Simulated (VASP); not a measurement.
# MoS2 (R3m) in VASP: a series of runs

MoS2 is run at these levels: LDA; tasks: electric field gradients.

All numbers are computed with VASP 6.6.1; they aren't measurements. Logs are shortened: lines on timing, memory, paths and dates and some standing lists are left out, and cuts for length are marked.

## Step 1: The cell of the first run

It takes space group R3m (No. 160, trigonal). The conventional cell has a = 3.163 Å, b = 3.163 Å, c = 18.003 Å, α = 90.00°, β = 90.00°, γ = 120.00°. Within 3.2 Å of Mo (site symmetry 3m) lie 6 S at 2.35 Å and 6 Mo at 3.16 Å. Within 3.2 Å of S (site symmetry 3m) lie 3 Mo at 2.35 Å and 7 S at 2.94 to 3.16 Å. Within 3.2 Å of S (site symmetry 3m) lie 3 Mo at 2.35 Å and 7 S at 2.94 to 3.16 Å.

## Step 2: Electric field gradients, LDA (zz strain of -2 %)

The input, INCAR:

```
SYSTEM = MoS2
PREC = Accurate
ENCUT = 520
EDIFF = 1E-8
ISMEAR = -1
SIGMA = 0.05
LREAL = .FALSE.
LASPH = .TRUE.
NELM = 100
ALGO = Normal
ISIF = 2
LWAVE = .FALSE.
LCHARG = .FALSE.
LEFG = .TRUE.
NBANDS = 20
```

The input, KPOINTS:

```
Automatic mesh
0
G
  15 15 15
  0 0 0
```

The input, POSCAR:

```
MoS2
1.0
    1.5815003568      0.9130796567      6.0008634000
   -1.5815003568      0.9130796567      6.0008634000
    0.0000000000     -1.8261593134      6.0008634000
Mo S
1 2
Direct
    0.0000000000      0.0000000000      0.0000000000
    0.7484000000      0.7484000000      0.7484000000
    0.5849000000      0.5849000000      0.5849000000
```

Potentials or basis: VASP PAW LDA potentials, release 64 (Mo_sv, S).

Started as:

```console
> cat potpaw_LDA.64/Mo_sv/POTCAR potpaw_LDA.64/S/POTCAR > POTCAR
> mpirun -np 1 vasp_std > vasp.out
```

OUTCAR:

```text
SYSTEM = MoS2
   PREC = Accurate
   ENCUT = 520
   EDIFF = 1E-8
   ISMEAR = -1
   LREAL = .FALSE.
   LASPH = .TRUE.
   NELM = 100
   ISIF = 2

 ion  position               nearest neighbor table
   1  0.000  0.000  0.000-   2 2.35   2 2.35   2 2.35   3 2.35   3 2.35   3 2.35
   2  0.748  0.748  0.748-   1 2.35   1 2.35   1 2.35
   3  0.585  0.585  0.585-   1 2.35   1 2.35   1 2.35

  LATTYP: Found a trigonal (rhomboedric) cell.
 ALAT       =     6.2725767738
 COS(alpha) =     0.8728616377

  Lattice vectors:

 A1 = (   1.5815003568,   0.9130796567,   6.0008634000)
 A2 = (  -1.5815003568,   0.9130796567,   6.0008634000)
 A3 = (   0.0000000000,  -1.8261593134,   6.0008634000)

Analysis of symmetry for initial positions (statically):
=====================================================================
 Subroutine PRICEL returns:
 Original cell was already a primitive cell.

 Routine SETGRP: Setting up the symmetry group for a
 trigonal (rhombohedral) supercell.

 Subroutine GETGRP returns: Found  6 space group operations
 (whereof  6 operations were pure point group operations)
 out of a pool of 12 trial point group operations.

The static configuration has the point symmetry C_3v.

Analysis of symmetry for dynamics (positions and initial velocities):
=====================================================================
 Subroutine PRICEL returns:
 Original cell was already a primitive cell.

 Routine SETGRP: Setting up the symmetry group for a
 trigonal (rhombohedral) supercell.

 Subroutine GETGRP returns: Found  6 space group operations
 (whereof  6 operations were pure point group operations)
 out of a pool of 12 trial point group operations.

The dynamic configuration has the point symmetry C_3v.

 Subroutine INISYM returns: Found  6 space group operations
 (whereof  6 operations are pure point group operations),
 and found     1 'primitive' translations

----------------------------------------------------------------------------------------

                                     Primitive cell

  volume of cell :      51.9928

  direct lattice vectors                    reciprocal lattice vectors
     1.581500357  0.913079657  6.000863400     0.316155477  0.182532450  0.055547562
[... 120 lines left out ...]
  energy-cutoff  :      520.00
  volume of cell :       51.99
 maximum number of plane-waves:      1418
   NGX = 23   NGY = 23   NGZ = 23

 number of electron      26.0000001 magnetization

 Free energy of the ion-electron system (eV)
  ---------------------------------------------------
  ext. energy  EPLUGINS =         0.00000000
  ---------------------------------------------------
  free energy    TOTEN  =       -24.36501402 eV

  energy without entropy =      -24.36490018  energy(sigma->0) =      -24.36495710

 E-fermi :   8.2287     XC(G=0): -11.2051

 val. band max:        8.1172936373   @ k =   0.4667   0.4667   0.4667
 cond. band min:       8.4491393396   @ k =  -0.2667   0.4000   0.0667
 fundamental gap:      0.3318457023
 Fermi energy:         8.2287266116

 k-point     1 :       0.0000    0.0000    0.0000
  band No.  band energies     occupation
      1     -53.4073      2.00000
      2     -27.7948      2.00000
      3     -27.5748      2.00000
      4     -27.5748      2.00000
      5      -7.4927      2.00000
      6      -5.4600      2.00000
[... 541 lines left out ...]
     19      16.4593      0.00000
     20      16.8093      0.00000

 [... further k-points ...]
[... 5 lines left out ...]
  --------------------------------------------------------------------------------------
  -------------------------------------------------------------------------------------
  Total        0.4921373      0.4921373      4.0824706      0.0000000      0.0000000      0.0000000
  in kB       15.1654014     15.1654014    125.8029139      0.0000000      0.0000000      0.0000000
  external PRESSURE =      52.0445722 kB  Pullay stress =       0.0000000 kB

 VOLUME and BASIS-vectors are now :
 -----------------------------------------------------------------------------
  energy-cutoff  :      520.00
  volume of cell :       51.99
      direct lattice vectors                 reciprocal lattice vectors
     1.581500357  0.913079657  6.000863400     0.316155477  0.182532450  0.055547562
    -1.581500357  0.913079657  6.000863400    -0.316155477  0.182532450  0.055547562
     0.000000000 -1.826159313  6.000863400     0.000000000 -0.365064900  0.055547562

 POSITION                                       TOTAL-FORCE (eV/Angst)
 -----------------------------------------------------------------------------------
      0.00000      0.00000      0.00000         0.000000      0.000000     -0.003055
      0.00000      0.00000     13.47314         0.000000      0.000000      1.500792
      0.00000      0.00000     10.52972         0.000000      0.000000     -1.497738
 -----------------------------------------------------------------------------------
    total drift:                                0.000000      0.000000      0.000032

  FREE ENERGIE OF THE ION-ELECTRON SYSTEM (eV)
  ---------------------------------------------------
  free  energy   TOTEN  =       -24.3650140188 eV

  energy  without entropy=      -24.3649001797  energy(sigma->0) =      -24.36495710

 Electric field gradients (V/A^2)
---------------------------------------------------------------------
 ion       V_xx      V_yy      V_zz      V_xy      V_xz      V_yz
---------------------------------------------------------------------
   1      52.406    52.406  -104.811     0.000    -0.000    -0.000
   2      34.096    34.096   -68.193     0.000    -0.000    -0.000
   3      33.201    33.201   -66.403     0.000     0.000     0.000
---------------------------------------------------------------------

 Electric field gradients after diagonalization (V/A^2)
 (convention: |V_zz| > |V_xx| > |V_yy|)
----------------------------------------------------------------------
 ion       V_xx      V_yy      V_zz     asymmetry (V_yy - V_xx)/ V_zz
----------------------------------------------------------------------
   1      52.406    52.406  -104.811       0.000
   2      34.096    34.096   -68.193       0.000
   3      33.201    33.201   -66.403       0.000
----------------------------------------------------------------------

           NMR quadrupolar parameters

 Cq : quadrupolar parameter    Cq=e*Q*V_zz/h
 eta: asymmetry parameters     (V_yy - V_xx)/ V_zz
 Q  : nuclear electric quadrupole moment in mb (millibarn)
----------------------------------------------------------------------
 ion       Cq(MHz)       eta       Q (mb)
----------------------------------------------------------------------
   1      -0.253       0.000       1.000
   2      -0.165       0.000       1.000
   3      -0.161       0.000       1.000
----------------------------------------------------------------------
```

OSZICAR:

```text
N       E                     dE             d eps       ncg     rms          rms(c)
DAV:   1     0.191415611985E+03    0.19142E+03   -0.13373E+04 13792   0.123E+03
DAV:   2    -0.174424801955E+02   -0.20886E+03   -0.20300E+03 16032   0.327E+02
DAV:   3    -0.256957274899E+02   -0.82532E+01   -0.81760E+01 16812   0.613E+01
DAV:   4    -0.257934200664E+02   -0.97693E-01   -0.97633E-01 16508   0.703E+00
DAV:   5    -0.257949433683E+02   -0.15233E-02   -0.15232E-02 17220   0.863E-01    0.285E+01
DAV:   6    -0.246483763914E+02    0.11466E+01   -0.86367E+00 15476   0.198E+01    0.916E+00
DAV:   7    -0.244531001762E+02    0.19528E+00   -0.26200E+00 14924   0.108E+01    0.694E+00
DAV:   8    -0.243667774498E+02    0.86323E-01   -0.40723E-01 16208   0.433E+00    0.135E+00
DAV:   9    -0.243656221003E+02    0.11553E-02   -0.12183E-02 16040   0.761E-01    0.378E-01
DAV:  10    -0.243650288764E+02    0.59322E-03   -0.38757E-03 15596   0.420E-01    0.924E-02
DAV:  11    -0.243650125146E+02    0.16362E-04   -0.34482E-04 15892   0.131E-01    0.235E-02
DAV:  12    -0.243650124692E+02    0.45404E-07   -0.14295E-05 16156   0.264E-02    0.104E-02
DAV:  13    -0.243650139894E+02   -0.15203E-05   -0.20068E-06 15460   0.965E-03    0.427E-03
DAV:  14    -0.243650140160E+02   -0.26592E-07   -0.18573E-07 17040   0.268E-03    0.128E-03
DAV:  15    -0.243650140188E+02   -0.27530E-08   -0.28607E-08 13444   0.125E-03
   1 F= -.24365014E+02 E0= -.24364957E+02  d E =-.113839E-03
```

Run time: 25 min. Hardware: 1 thread of Oxide Virtual Turin-like, shared host; peak memory 0.46 GiB.

What came out:

```yaml
Free_energy: -24.3650 eV
Pressure: 5.2 GPa
Largest_force: 1.501 eV/Å
Band_gap_on_the_k_mesh: 0.33 eV (least direct gap 1.57 eV)
Largest_electric_field_gradient_by_atom: Mo -104.8; S -68.2, -66.4 V/Å²
```

Forces on the atoms (eV/Å):
```
Mo   0.000  0.000 -0.003
S    0.000  0.000  1.501
S    0.000  0.000 -1.498
```

Electric field gradients, principal values (V/Å²):
```csv
atom,least,middle,greatest (by size)
1 Mo,52.406,52.406,-104.811
2 S,34.096,34.096,-68.193
3 S,33.201,33.201,-66.403
```

Caveat: the cell differs from its parent crystal (zz strain of -2 %); the stress differs along the axes, from 2 to 13 GPa; semilocal functionals underestimate gaps, and a narrow one can read as zero; without QUAD_EFG the Cq values of the log hold for a quadrupole moment of 1 mb, not for the nuclei; forces of over 1 eV/Å act on the atoms, so gaps and moduli don't describe the material at rest.

## Step 3: Electric field gradients, LDA (16.98 Å³/atom)

This run uses another cell than the first one, of 16.98 Å³/atom.

The input, INCAR:

```
ALGO = Normal
EDIFF = 1E-8
ENCUT = 520
GGA = CA
ISIF = 2
ISMEAR = -1
LASPH = T
LCHARG = F
LEFG = T
LREAL = F
LWAVE = F
NBANDS = 20
NELM = 80
PREC = Accurate
SIGMA = 0.05
```

The input, KPOINTS:

```
k-points
0
Gamma
  15 15 15
```

The input, POSCAR:

```
MoS2
1.0
    1.5601261102      0.9007392297      6.0405721524
   -1.5601261102      0.9007392297      6.0405721524
    0.0000000000     -1.8014784593      6.0405721524
Mo S
1 2
Direct
    0.0000000000      0.0000000000      0.0000000000
    0.7484000000      0.7484000000      0.7484000000
    0.5849000000      0.5849000000      0.5849000000
```

Potentials or basis: VASP PAW LDA potentials, release 64 (Mo_sv, S).

Started as:

```console
> cat potpaw_LDA.64/Mo_sv/POTCAR potpaw_LDA.64/S/POTCAR > POTCAR
> mpirun -np 1 vasp_std > vasp.out
```

OUTCAR:

```text
EDIFF = 1E-8
   ENCUT = 520
   GGA = CA
   ISIF = 2
   ISMEAR = -1
   LASPH = T
   LREAL = F
   NELM = 80
   PREC = Accurate

 ion  position               nearest neighbor table
   1  0.000  0.000  0.000-   2 2.33   2 2.33   2 2.33   3 2.33   3 2.33   3 2.33
   2  0.748  0.748  0.748-   1 2.33   1 2.33   1 2.33
   3  0.585  0.585  0.585-   1 2.33   1 2.33   1 2.33

  LATTYP: Found a trigonal (rhomboedric) cell.
 ALAT       =     6.3034781326
 COS(alpha) =     0.8774851014

  Lattice vectors:

 A1 = (   1.5601261102,   0.9007392297,   6.0405721524)
 A2 = (  -1.5601261102,   0.9007392297,   6.0405721524)
 A3 = (   0.0000000000,  -1.8014784593,   6.0405721524)

Analysis of symmetry for initial positions (statically):
=====================================================================
 Subroutine PRICEL returns:
 Original cell was already a primitive cell.

[... 747 lines left out ...]
    -1.560126110  0.900739230  6.040572152    -0.320486912  0.185033205  0.055182411
     0.000000000 -1.801478459  6.040572152     0.000000000 -0.370066410  0.055182411

 POSITION                                       TOTAL-FORCE (eV/Angst)
 -----------------------------------------------------------------------------------
      0.00000      0.00000      0.00000         0.000000     -0.000000     -0.002636
      0.00000      0.00000     13.56229         0.000000      0.000000      1.634251
      0.00000      0.00000     10.59939         0.000000     -0.000000     -1.631615
 -----------------------------------------------------------------------------------
    total drift:                                0.000000      0.000000      0.000044

  FREE ENERGIE OF THE ION-ELECTRON SYSTEM (eV)
  ---------------------------------------------------
  free  energy   TOTEN  =       -24.3597883858 eV

  energy  without entropy=      -24.3597768440  energy(sigma->0) =      -24.35978261

 Electric field gradients (V/A^2)
---------------------------------------------------------------------
 ion       V_xx      V_yy      V_zz      V_xy      V_xz      V_yz
---------------------------------------------------------------------
   1      50.692    50.692  -101.385     0.000     0.000    -0.000
   2      33.516    33.516   -67.031     0.000    -0.000    -0.000
   3      32.655    32.655   -65.310     0.000     0.000    -0.000
---------------------------------------------------------------------

 Electric field gradients after diagonalization (V/A^2)
 (convention: |V_zz| > |V_xx| > |V_yy|)
----------------------------------------------------------------------
 ion       V_xx      V_yy      V_zz     asymmetry (V_yy - V_xx)/ V_zz
----------------------------------------------------------------------
   1      50.692    50.692  -101.385       0.000
   2      33.516    33.516   -67.031       0.000
   3      32.655    32.655   -65.310       0.000
----------------------------------------------------------------------

           NMR quadrupolar parameters

 Cq : quadrupolar parameter    Cq=e*Q*V_zz/h
 eta: asymmetry parameters     (V_yy - V_xx)/ V_zz
 Q  : nuclear electric quadrupole moment in mb (millibarn)
----------------------------------------------------------------------
 ion       Cq(MHz)       eta       Q (mb)
----------------------------------------------------------------------
   1      -0.245       0.000       1.000
   2      -0.162       0.000       1.000
   3      -0.158       0.000       1.000
----------------------------------------------------------------------
```

OSZICAR:

```text
N       E                     dE             d eps       ncg     rms          rms(c)
DAV:   1     0.192837478962E+03    0.19284E+03   -0.13416E+04 13800   0.124E+03
DAV:   2    -0.173749125419E+02   -0.21021E+03   -0.20428E+03 15876   0.330E+02
DAV:   3    -0.256405029784E+02   -0.82656E+01   -0.81856E+01 16756   0.616E+01
DAV:   4    -0.257400739286E+02   -0.99571E-01   -0.99510E-01 16424   0.713E+00
DAV:   5    -0.257416378737E+02   -0.15639E-02   -0.15639E-02 17348   0.879E-01    0.298E+01
DAV:   6    -0.246241474397E+02    0.11175E+01   -0.77850E+00 15568   0.192E+01    0.951E+00
DAV:   7    -0.244481533795E+02    0.17599E+00   -0.24194E+00 14964   0.104E+01    0.718E+00
DAV:   8    -0.243616784067E+02    0.86475E-01   -0.41647E-01 16292   0.442E+00    0.141E+00
DAV:   9    -0.243604109172E+02    0.12675E-02   -0.12885E-02 15944   0.789E-01    0.402E-01
DAV:  10    -0.243598023280E+02    0.60859E-03   -0.40129E-03 15592   0.427E-01    0.989E-02
DAV:  11    -0.243597864363E+02    0.15892E-04   -0.31508E-04 15904   0.127E-01    0.219E-02
DAV:  12    -0.243597868705E+02   -0.43424E-06   -0.11132E-05 16132   0.231E-02    0.113E-02
DAV:  13    -0.243597883590E+02   -0.14885E-05   -0.18406E-06 15428   0.927E-03    0.436E-03
DAV:  14    -0.243597883865E+02   -0.27488E-07   -0.18687E-07 17432   0.258E-03    0.123E-03
DAV:  15    -0.243597883858E+02    0.75033E-09   -0.34699E-08 14032   0.130E-03
   1 F= -.24359788E+02 E0= -.24359783E+02  d E =-.115418E-04
```

Wall time 21 min (1 thread of Oxide Virtual Turin-like, shared host); peak memory 0.45 GiB.

What came out:

```
Free energy                             : -24.3598 eV
Pressure                                : 8.8 GPa
Largest force                           : 1.634 eV/Å
Band gap on the k mesh                  : 0.61 eV (least direct gap 1.72 eV)
Largest electric field gradient by atom : Mo -101.4; S -67.0, -65.3 V/Å²
```

Forces on the atoms (eV/Å):
```
Mo   0.000  0.000 -0.003
S    0.000  0.000  1.634
S    0.000  0.000 -1.632
```

Levels at points of the mesh, in eV from the valence-band top:
```csv
k point,band 11,band 12,band 13,band 14,band 15,band 16
"(0.00, 0.00, 0.00)",-2.81,-1.38,-1.35,1.92,1.92,2.53
```

Electric field gradients, principal values (V/Å²):
| atom | least | middle | greatest (by size) |
| --- | --- | --- | --- |
| 1 Mo | 50.692 | 50.692 | -101.385 |
| 2 S | 33.516 | 33.516 | -67.031 |
| 3 S | 32.655 | 32.655 | -65.310 |

Caveat: the stress differs along the axes, from 6 to 14 GPa; semilocal functionals underestimate gaps, and a narrow one can read as zero; without QUAD_EFG the Cq values of the log hold for a quadrupole moment of 1 mb, not for the nuclei; forces of over 1 eV/Å act on the atoms, so gaps and moduli don't describe the material at rest. A k mesh can miss the band edges.
